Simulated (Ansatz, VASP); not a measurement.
**K2TaO3 in VASP and in Ansatz**

Contents of INCAR:

```
SYSTEM = K2TaO3
PREC = Accurate
ENCUT = 520
EDIFF = 1E-7
ISMEAR = 0
SIGMA = 0.1
LREAL = .FALSE.
LASPH = .TRUE.
NELM = 150
ALGO = Normal
ISIF = 2
LWAVE = .FALSE.
LCHARG = .FALSE.
ISPIN = 2
MAGMOM = 0 0 1 0 0 0
LORBIT = 11
LMAXMIX = 4
GGA = PE
NBANDS = 36
```

Contents of KPOINTS:

```
Automatic mesh
0
G
  6 6 6
  0 0 0
```

File POSCAR:

```
K2TaO3
1.0
    2.7610546000      1.5940956100      4.5410465600
   -2.7610546000      1.5940956100      4.5410465600
    0.0000000000     -3.1881912300      4.5410465600
K Ta O
2 1 3
Direct
    0.6223710200      0.6223710200      0.6223710200
    0.3776289800      0.3776289800      0.3776289800
    0.0000000000      0.0000000000      0.0000000000
    0.5000000000      0.0000000000      0.0000000000
    0.0000000000      0.5000000000      0.0000000000
    0.0000000000      0.0000000000      0.5000000000
```

Input for Ansatz:

```yaml
crystal:
  lattice:
    - [2.7610546, 1.59409561, 4.54104656]
    - [-2.7610546, 1.59409561, 4.54104656]
    - [0.0, -3.18819123, 4.54104656]
  atoms:
    - { symbol: K, position: [0.62237102, 0.62237102, 0.62237102] }
    - { symbol: K, position: [0.37762898, 0.37762898, 0.37762898] }
    - { symbol: Ta, position: [0.0, 0.0, 0.0], spin: 1.0 }
    - { symbol: O, position: [0.5, 0.0, 0.0] }
    - { symbol: O, position: [0.0, 0.5, 0.0] }
    - { symbol: O, position: [0.0, 0.0, 0.5] }
basis:
  ecutwfc: 420
kpoints:
  mp_grid: { grid: [6, 6, 6] }
hamiltonian:
  xc: pbe
scf:
  occupations: { method: gaussian, width: 0.1 }
  lower_state_search: "off"
output:
  forces: true
  stress: true
  eigenvalues: true
  populations: true
magnetization:
  spin_polarized: true
```

Change from the starting cell: species swapped into the Er2AlFe3 type (R-3m, No. 166).

Alike in both runs: task single point; functional PBE; k mesh 6 × 6 × 6; occupations gaussian, width 0.1 eV; collinear spin.

|  | VASP | Ansatz |
| --- | --- | --- |
| version | VASP 6.6.1 | Ansatz 0.2.0 |
| potentials or method | VASP PAW PBE potentials, release 64 (K_sv, Ta_pv, O), cutoff 520 eV | scalar-relativistic, plane waves, PAW |
| valence electrons in the cell | 47 | 49 |

VASP gave:

| Property | Result |
| --- | --- |
| gap on the k mesh at the Fermi level (eV) | none |
| pressure (GPa) | -11.2 |
| traceless stress, the component that is largest in VASP (GPa) | -25.62 |
| rms of the force components (eV/Å) | 0.171 |
| net moment per atom (μB) | 0.77 |
| size of the moment on the site where the two differ most (μB) | 0.57 |

**Question.** What did Ansatz give for the same quantities?

**Answer.** gap on the k mesh at the Fermi level (eV): none; pressure (GPa): -11.1; traceless stress, the component that is largest in VASP (GPa): -25.78; rms of the force components (eV/Å): 0.171; net moment per atom (μB): 0.16; size of the moment on the site where the two differ most (μB): 0.70.

The net moments are unlike, so the other rows may belong to different states. Site moments also hang on the region over which each program counts them. Atom by atom the forces differ by 0.001 eV/Å (rms over components). A gap of «none» marks a metal or a gap that the smearing closes. VASP's potentials hold 47 valence electrons a cell and Ansatz's 49, so a difference there can come from the potentials and not from the codes.

Neither program's run includes spin-orbit coupling.
